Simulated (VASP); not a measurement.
# Al16Au in VASP: a series of runs

The runs below take Al16Au through single point, with PBE+D3(BJ).

Program: VASP 6.6.1. These are calculated values, not measurements. Logs are shortened: lines on timing, memory, paths and dates and some standing lists are left out, and cuts for length are marked.

### Step 1. The cell of the first run

The cell holds a slab with vacuum, 17 atoms: a = 5.632 Å, b = 7.965 Å, c = 21.229 Å, α = 90.00°, β = 90.00°, γ = 90.00°.

### Step 2. Single point, PBE+D3(BJ)

Contents of INCAR:

```
PREC = Accurate
ENCUT = 520
EDIFF = 1E-7
ISMEAR = 0
SIGMA = 0.1
LREAL = Auto
LASPH = T
NELM = 80
ALGO = Normal
ISIF = 2
LWAVE = F
LCHARG = T
LDIPOL = T
IDIPOL = 3
DIPOL = 0.5 0.5 0.301
GGA = PE
IVDW = 12
LELF = T
LVHAR = T
LVACPOTAV = T
NBANDS = 44
```

Contents of KPOINTS:

```
regular mesh
0
Gamma
  5 4 1
```

Contents of POSCAR:

```
Al16Au
1.0
    5.6324246412      0.0000000000      0.0000000000
    0.0000000000      7.9654513166      0.0000000000
    0.0000000000      0.0000000000     21.2293510975
Al Au
16 1
Direct
    0.2500000000      0.2500000000      0.1884183827
    0.2500000000      0.7500000000      0.1884183827
    0.7500000000      0.2500000000      0.1884183827
    0.7500000000      0.7500000000      0.1884183827
    0.0000000000      0.0000000000      0.2547466541
    0.0000000000      0.5000000000      0.2547466541
    0.5000000000      0.0000000000      0.2547466541
    0.5000000000      0.5000000000      0.2547466541
    0.2500000000      0.2500000000      0.3240951258
    0.2500000000      0.7500000000      0.3240951258
    0.7500000000      0.2500000000      0.3240951258
    0.7500000000      0.7500000000      0.3240951258
    0.0000000000      0.0000000000      0.3876402562
    0.0000000000      0.5000000000      0.3876402562
    0.5000000000      0.0000000000      0.3876402562
    0.5000000000      0.5000000000      0.3876402562
    0.0000000000      0.0000000000      0.4912703667
```

Potentials or basis: VASP PAW PBE potentials, release 64 (Al, Au).

Started as:

```bash
> cat potpaw_PBE.64/Al/POTCAR potpaw_PBE.64/Au/POTCAR > POTCAR
> mpirun -np 1 vasp_std > vasp.out
```

OUTCAR:

```text
PREC = Accurate
   ENCUT = 520
   EDIFF = 1E-7
   ISMEAR = 0
   LREAL = Auto
   LASPH = T
   NELM = 80
   ISIF = 2
   GGA = PE
   IVDW = 12
 IVDW          = 12

 ion  position               nearest neighbor table
   1  0.250  0.250  0.188-   3 2.82   3 2.82   6 2.82   7 2.82   8 2.82   5 2.82   9 2.88
   2  0.250  0.750  0.188-   4 2.82   4 2.82   6 2.82   7 2.82   8 2.82   5 2.82  10 2.88
   3  0.750  0.250  0.188-   1 2.82   1 2.82   6 2.82   7 2.82   8 2.82   5 2.82  11 2.88
   4  0.750  0.750  0.188-   2 2.82   2 2.82   6 2.82   7 2.82   8 2.82   5 2.82  12 2.88
   5  0.000  0.000  0.255-   7 2.82   7 2.82   3 2.82   4 2.82   1 2.82   2 2.82  13 2.82  11 2.85
                            12 2.85   9 2.85  10 2.85
   6  0.000  0.500  0.255-   8 2.82   8 2.82   3 2.82   4 2.82   1 2.82   2 2.82  14 2.82  11 2.85
                            12 2.85   9 2.85  10 2.85
   7  0.500  0.000  0.255-   5 2.82   5 2.82   3 2.82   4 2.82   1 2.82   2 2.82  15 2.82  11 2.85
                            12 2.85   9 2.85  10 2.85
   8  0.500  0.500  0.255-   6 2.82   6 2.82   3 2.82   4 2.82   1 2.82   2 2.82  16 2.82  11 2.85
                            12 2.85   9 2.85  10 2.85
   9  0.250  0.250  0.324-  13 2.79  14 2.79  15 2.79  16 2.79  11 2.82  11 2.82   7 2.85   8 2.85
                             5 2.85   6 2.85   1 2.88
  10  0.250  0.750  0.324-  13 2.79  14 2.79  15 2.79  16 2.79  12 2.82  12 2.82   7 2.85   8 2.85
                             5 2.85   6 2.85   2 2.88
  11  0.750  0.250  0.324-  13 2.79  14 2.79  15 2.79  16 2.79   9 2.82   9 2.82   7 2.85   8 2.85
                             5 2.85   6 2.85   3 2.88
  12  0.750  0.750  0.324-  13 2.79  14 2.79  15 2.79  16 2.79  10 2.82  10 2.82   7 2.85   8 2.85
                             5 2.85   6 2.85   4 2.88
  13  0.000  0.000  0.388-  17 2.20  10 2.79  11 2.79  12 2.79   9 2.79  15 2.82  15 2.82   5 2.82

  14  0.000  0.500  0.388-   9 2.79  10 2.79  11 2.79  12 2.79  16 2.82  16 2.82   6 2.82
  15  0.500  0.000  0.388-   9 2.79  10 2.79  11 2.79  12 2.79  13 2.82  13 2.82   7 2.82
  16  0.500  0.500  0.388-   9 2.79  10 2.79  11 2.79  12 2.79  14 2.82  14 2.82   8 2.82
  17  0.000  0.000  0.491-  13 2.20

  LATTYP: Found a simple orthorhombic cell.
 ALAT       =     5.6324246412
 B/A-ratio  =     1.4142135624
 C/A-ratio  =     3.7691318482

  Lattice vectors:

 A1 = (   5.6324246412,   0.0000000000,   0.0000000000)
 A2 = (   0.0000000000,   7.9654513166,   0.0000000000)
 A3 = (   0.0000000000,   0.0000000000,  21.2293510975)

Analysis of symmetry for initial positions (statically):
=====================================================================
 Subroutine PRICEL returns:
 Original cell was already a primitive cell.

 Routine SETGRP: Setting up the symmetry group for a
 simple orthorhombic supercell.

 Subroutine GETGRP returns: Found  4 space group operations
 (whereof  4 operations were pure point group operations)
 out of a pool of  8 trial point group operations.

The static configuration has the point symmetry C_2v.

Analysis of symmetry for dynamics (positions and initial velocities):
=====================================================================
 Subroutine PRICEL returns:
 Original cell was already a primitive cell.

 Routine SETGRP: Setting up the symmetry group for a
 simple orthorhombic supercell.

 Subroutine GETGRP returns: Found  4 space group operations
 (whereof  4 operations were pure point group operations)
 out of a pool of  8 trial point group operations.

The dynamic configuration has the point symmetry C_2v.

 Subroutine INISYM returns: Found  4 space group operations
 (whereof  4 operations are pure point group operations),
 and found     1 'primitive' translations

----------------------------------------------------------------------------------------

                                     Primitive cell

  volume of cell :     952.4507

  direct lattice vectors                    reciprocal lattice vectors
     5.632424641  0.000000000  0.000000000     0.177543432  0.000000000  0.000000000
     0.000000000  7.965451317  0.000000000     0.000000000  0.125542165  0.000000000
     0.000000000  0.000000000 21.229351098     0.000000000  0.000000000  0.047104596

  length of vectors
     5.632424641  7.965451317 21.229351098     0.177543432  0.125542165  0.047104596

  position of ions in fractional coordinates (direct lattice)
     0.250000000  0.250000000  0.188418383
     0.250000000  0.750000000  0.188418383
     0.750000000  0.250000000  0.188418383
     0.750000000  0.750000000  0.188418383
     0.000000000  0.000000000  0.254746654
     0.000000000  0.500000000  0.254746654
[... 9 lines left out ...]
     0.500000000  0.500000000  0.387640256
     0.000000000  0.000000000  0.491270367

  ion indices of the primitive-cell ions
   primitive index   ion index
                 1           1
                 2           2
                 3           3
                 4           4
                 5           5
                 6           6
[... 9 lines left out ...]
                16          16
                17          17

----------------------------------------------------------------------------------------

 KPOINTS: regular mesh

Automatic generation of k-mesh.
 Grid dimensions read from file:
 generate k-points for:    5    4    1

 Generating k-lattice:

  Cartesian coordinates                     Fractional coordinates (reciprocal lattice)
     0.035508686  0.000000000  0.000000000     0.200000000  0.000000000  0.000000000
     0.000000000  0.031385541  0.000000000     0.000000000  0.250000000  0.000000000
     0.000000000  0.000000000  0.047104596     0.000000000  0.000000000  1.000000000

  Length of vectors
     0.035508686  0.031385541  0.047104596

  Shift w.r.t. Gamma in fractional coordinates (k-lattice)
     0.000000000  0.000000000  0.000000000

 Subroutine IBZKPT returns following result:
 ===========================================

 Found      9 irreducible k-points:

 Following reciprocal coordinates:
            Coordinates               Weight
  0.000000  0.000000  0.000000      1.000000
  0.200000  0.000000  0.000000      2.000000
  0.400000  0.000000  0.000000      2.000000
  0.000000  0.250000  0.000000      2.000000
  0.200000  0.250000  0.000000      4.000000
  0.400000  0.250000  0.000000      4.000000
  0.000000  0.500000  0.000000      1.000000
  0.200000  0.500000  0.000000      2.000000
  0.400000  0.500000  0.000000      2.000000
   k-points           NKPTS =      9   k-points in BZ     NKDIM =      9   number of bands    NBANDS=     44
   number of dos      NEDOS =    301   number of ions     NIONS =     17
   total plane-waves  NPLWV = 403200
   dimension x,y,z NGX =    42 NGY =   60 NGZ =  160
   dimension x,y,z NGXF=    84 NGYF=  120 NGZF=  320
   ions per type =              16   1
   NGX,Y,Z   is equivalent  to a cutoff of  12.40, 12.52, 12.53 a.u.
   NGXF,Y,Z  is equivalent  to a cutoff of  24.79, 25.05, 25.06 a.u.
 SYSTEM =  unknown system
   PREC   = accura    normal or accurate (medium, high low for compatibility)
   ISTART =      0    job   : 0-new  1-cont  2-samecut
   ICHARG =      2    charge: 1-file 2-atom 10-const
   ISPIN  =      1    spin polarized calculation?
   LNONCOLLINEAR =      F non collinear calculations
   LSORBIT =      F    spin-orbit coupling
   LASPH  =      T    aspherical Exc in radial PAW
   ENCUT  =  520.0 eV  38.22 Ry    6.18 a.u.  10.47 14.81 39.47*2*pi/ulx,y,z
   NELM   =     80;   NELMIN=  2; NELMDL= -5     # of ELM steps
   EDIFF  = 0.1E-06   stopping-criterion for ELM
   LREAL  =      T    real-space projection
   EDIFFG = 0.1E-05   stopping-criterion for IOM
   NSW    =      0    number of steps for IOM
   IBRION =     -1    ionic relax: 0-MD 1-quasi-New 2-CG
   NFREE  =      0    steps in history (QN), initial steepest desc. (CG)
   ISIF   =      2    stress and relaxation
   ISYM   =      2    0-nonsym 1-usesym 2-fastsym
   POTIM  = 0.5000    time-step for ionic-motion
   TEBEG  =    0.0;   TEEND  =   0.0 temperature during run
   PSTRESS=    0.0 pullay stress
   NELECT =      59.0000    total number of electrons
   NUPDOWN=      -1.0000    fix difference up-down
   EMIN   =  10.00;   EMAX   =-10.00  energy-range for DOS
   EFERMI =   0.00;   METHOD = LEGACY
   ISMEAR =     0;   SIGMA  =   0.10  broadening in eV -4-tet -1-fermi 0-gaus
   EFERMI_NEDOS =   21; number of points for ismear=-14 and -15
   IALGO  =     38    algorithm
   IMIX   =      4    mixing-type and parameters
     AMIX     =   0.40;   BMIX     =  1.00
     AMIX_MAG =   1.60;   BMIX_MAG =  1.00
  volume/ion in A,a.u.               =      56.03       378.09
  Fermi-wavevector in a.u.,A,eV,Ry     =   0.647756  1.224081  5.708836  0.419588
  Thomas-Fermi vector in A             =   1.716167
   LORBIT       =      0    0 simple, 1 ext, 2 COOP (PROOUT), +10 PAW based schemes
   GGA     = PE    functional components
   LHFCALC =     F    Hartree Fock is set to
   AEXX    =    0.0000 exact exchange contribution
   IVDW    =    12    specifies the selected vdW correction
   LEPSILON=     F    determine dielectric tensor
   LRPA    =     F    only Hartree local field effects (RPA)
 non-spin polarized calculation
 Gauss-broadening in eV      SIGMA  =   0.10
  energy-cutoff  :      520.00
  volume of cell :      952.45
 maximum number of plane-waves:     25710
 NGX is ok and might be reduce to    42
   NGX = 21   NGY = 29   NGZ = 79

 dipolmoment           0.000000      0.000000     -0.002350 electrons x Angstroem

 number of electron      59.0000003 magnetization

 dipolmoment           0.000000      0.000000      0.052724 electrons x Angstroem

 Free energy of the ion-electron system (eV)
  ---------------------------------------------------
  ext. energy  EPLUGINS =         0.00000000
  ---------------------------------------------------
  free energy    TOTEN  =       -57.22711853 eV

  energy without entropy =      -57.18636559  energy(sigma->0) =      -57.20674206

 E-fermi :  -0.5146     XC(G=0):  -4.0823

 val. band max:       -0.5196330734   @ k =   0.0000   0.2500   0.0000
 cond. band min:      -0.5143725510   @ k =   0.2000   0.2500   0.0000
 fundamental gap:      0.0052605224
 Fermi energy:        -0.5146411515

 k-point     1 :       0.0000    0.0000    0.0000
  band No.  band energies     occupation
      1     -10.9680      2.00000
      2      -8.7404      2.00000
      3      -8.6583      2.00000
      4      -8.5642      2.00000
      5      -6.5764      2.00000
      6      -6.3970      2.00000
[... 33 lines left out ...]
     40       1.5308      0.00000
     41       1.6238      0.00000

 k-point     2 :       0.2000    0.0000    0.0000
  band No.  band energies     occupation
      1     -10.7824      2.00000
      2      -8.5614      2.00000
      3      -8.4757      2.00000
      4      -8.3833      2.00000
      5      -8.0290      2.00000
      6      -6.4032      2.00000
[... 33 lines left out ...]
     40       1.4987      0.00000
     41       1.9336      0.00000

 k-point     3 :       0.4000    0.0000    0.0000
  band No.  band energies     occupation
      1     -10.2278      2.00000
      2      -9.3075      2.00000
      3      -8.0231      2.00000
      4      -7.9297      2.00000
      5      -7.8416      2.00000
      6      -7.1218      2.00000
[... 214 lines left out ...]
      1     -10.2117      2.00000
      2     -10.2041      2.00000
      3      -7.9296      2.00000
      4      -7.7946      2.00000
      5      -7.4712      2.00000
      6      -7.4621      2.00000
[... 33 lines left out ...]
     40       1.6821      0.00000
     41       1.7022      0.00000

 k-point     9 :       0.4000    0.5000    0.0000
  band No.  band energies     occupation
      1      -9.6613      2.00000
      2      -9.6508      2.00000
      3      -8.7448      2.00000
      4      -8.7338      2.00000
      5      -7.4091      2.00000
      6      -7.2471      2.00000
[... 33 lines left out ...]
     40       2.0690      0.00000
     41       2.1089      0.00000
 [bands above 41 left out]

------------------------ aborting loop because EDIFF is reached ----------------------------------------

 Edisp (eV)   -3.66442

 E8    (eV) :    -1.7182

  FORCE on cell =-STRESS in cart. coord.  units (eV):
  Direction    XX          YY          ZZ          XY          YZ          ZX
  --------------------------------------------------------------------------------------
  -------------------------------------------------------------------------------------
  Total     -10.89598    -3.54003     2.86951     0.00000     0.00000     0.00000
  in kB     -18.32881    -5.95490     4.82699     0.00000     0.00000     0.00000
  external pressure =       -6.49 kB  Pullay stress =        0.00 kB

 VOLUME and BASIS-vectors are now :
 -----------------------------------------------------------------------------
  energy-cutoff  :      520.00
  volume of cell :      952.45
      direct lattice vectors                 reciprocal lattice vectors
     5.632424641  0.000000000  0.000000000     0.177543432  0.000000000  0.000000000
     0.000000000  7.965451317  0.000000000     0.000000000  0.125542165  0.000000000
     0.000000000  0.000000000 21.229351098     0.000000000  0.000000000  0.047104596

 POSITION                                       TOTAL-FORCE (eV/Angst)
 -----------------------------------------------------------------------------------
      1.40811      1.99136      4.00000         0.023159      0.015715      0.168055
      1.40811      5.97409      4.00000         0.023159     -0.015715      0.168055
      4.22432      1.99136      4.00000        -0.023159      0.015715      0.168055
      4.22432      5.97409      4.00000        -0.023159     -0.015715      0.168055
      0.00000      0.00000      5.40811         0.000000      0.000000     -0.189560
      0.00000      3.98273      5.40811         0.000000      0.000000     -0.090109
[... 9 lines left out ...]
      2.81621      3.98273      8.22935         0.000000      0.000000     -0.010542
      0.00000      0.00000     10.42935         0.000000      0.000000      1.852401
 -----------------------------------------------------------------------------------
    total drift:                               -0.000000     -0.000000     -0.001782

  FREE ENERGIE OF THE ION-ELECTRON SYSTEM (eV)
  ---------------------------------------------------
  free  energy   TOTEN  =       -60.8915368797 eV

  energy  without entropy=      -60.8507839459  energy(sigma->0) =      -60.87116041

 vacuum level on the upper side and lower side of the slab         3.770         3.558
```

Wall time 7.2 min (1 thread of Intel Xeon 6975P-C (Granite Rapids), shared host); peak memory 0.88 GiB.

Results:

| Property | Result |
| --- | --- |
| Free energy | -60.8915 eV |
| Largest force | 1.867 eV/Å |
| Band gap on the k mesh | zero (an odd number of electrons rules out a gap without spin polarisation) |
| Dispersion energy per atom | -0.216 eV |

Forces on the atoms (eV/Å):
```
Al   0.023  0.016  0.168
Al   0.023 -0.016  0.168
Al  -0.023  0.016  0.168
Al  -0.023 -0.016  0.168
Al   0.000  0.000 -0.190
Al   0.000  0.000 -0.090
Al   0.000  0.000 -0.121
Al   0.000  0.000 -0.088
Al   0.076 -0.050 -0.070
Al   0.076  0.050 -0.070
Al  -0.076 -0.050 -0.070
Al  -0.076  0.050 -0.070
Al   0.000  0.000 -1.867
Al   0.000  0.000  0.044
Al   0.000  0.000  0.078
Al   0.000  0.000 -0.011
Au   0.000  0.000  1.852
```

Levels at points of the mesh, in eV from the Fermi level:
```csv
k point,band 27,band 28,band 29,band 30,band 31,band 32,band 33,band 34
"(0.00, 0.00, 0.00)",-0.74,-0.73,-0.56,-0.40,-0.12,0.18,0.22,1.11
"(0.00, 0.50, 0.00)",-0.87,-0.84,-0.83,-0.17,0.27,0.29,0.33,0.73
```

Caveat: spin-orbit coupling is left out, which moves the levels of the heavy elements.

### Step 3. Single point, PBE+D3(BJ)

Contents of INCAR:

```
SYSTEM = Al16Au
  PREC = Accurate
  ENCUT = 520
  EDIFF = 1E-6
  ISMEAR = 0
  SIGMA = 0.1
  LREAL = Auto
  LASPH = .True.
  NELM = 60
  ALGO = Normal
  ISIF = 2
  LWAVE = .False.
  LCHARG = .False.
  LDIPOL = .True.
  IDIPOL = 3
  DIPOL = 0.5 0.5 0.301
  GGA = PE
  IVDW = 12
  NBANDS = 44
```

Contents of KPOINTS:

```
regular mesh
0
Gamma
  5 4 1
  0 0 0
```

POSCAR: that of step 2 with these lines changed.

```diff
@@ -24,2 +24,2 @@
     0.5000000000      0.5000000000      0.3876402562
-    0.0000000000      0.0000000000      0.4912703667
+    0.0000000000      0.2500000000      0.4912703667
```

Potentials or basis: VASP PAW PBE potentials, release 64 (Al, Au).

Started as:

```bash
> cat potpaw_PBE.64/Al/POTCAR potpaw_PBE.64/Au/POTCAR > POTCAR
> mpirun -np 1 vasp_std > vasp.out
```

Run time: 6.3 min. Hardware: 1 thread of Intel Xeon 6975P-C (Granite Rapids), shared host; peak memory 0.88 GiB.

Results (log left out):

```yaml
Free_energy: -60.9615 eV
Largest_force: 1.634 eV/Å
Band_gap_on_the_k_mesh: zero (an odd number of electrons rules out a gap without spin polarisation)
Dispersion_energy_per_atom: -0.216 eV
```

Forces in eV/Å, atoms in the order of the input:
```
Al  -0.008  0.000  0.142
Al   0.136  0.000  0.107
Al   0.008  0.000  0.142
Al  -0.136  0.000  0.107
Al   0.000  0.017 -0.130
Al   0.000 -0.017 -0.130
Al   0.000 -0.084 -0.068
Al   0.000  0.084 -0.068
Al   0.056  0.000 -0.128
Al   0.073  0.000  0.012
Al  -0.056  0.000 -0.128
Al  -0.073  0.000  0.012
Al   0.000  0.629  0.890
Al   0.000 -0.629  0.890
Al   0.000 -0.035 -0.007
Al   0.000  0.035 -0.007
Au   0.000  0.000 -1.634
```

Levels at points of the mesh, in eV from the Fermi level:
```tsv
k point	band 26	band 27	band 28	band 29	band 30	band 31	band 32	band 33	band 34	band 35
(0.00, 0.00, 0.00)	-1.60	-0.69	-0.67	-0.65	-0.36	-0.11	0.24	0.26	1.15	1.28
(0.00, 0.50, 0.00)	-0.86	-0.86	-0.82	-0.81	-0.39	0.30	0.33	0.36	0.58	1.20
```

Caveat: spin-orbit coupling is left out, which moves the levels of the heavy elements.
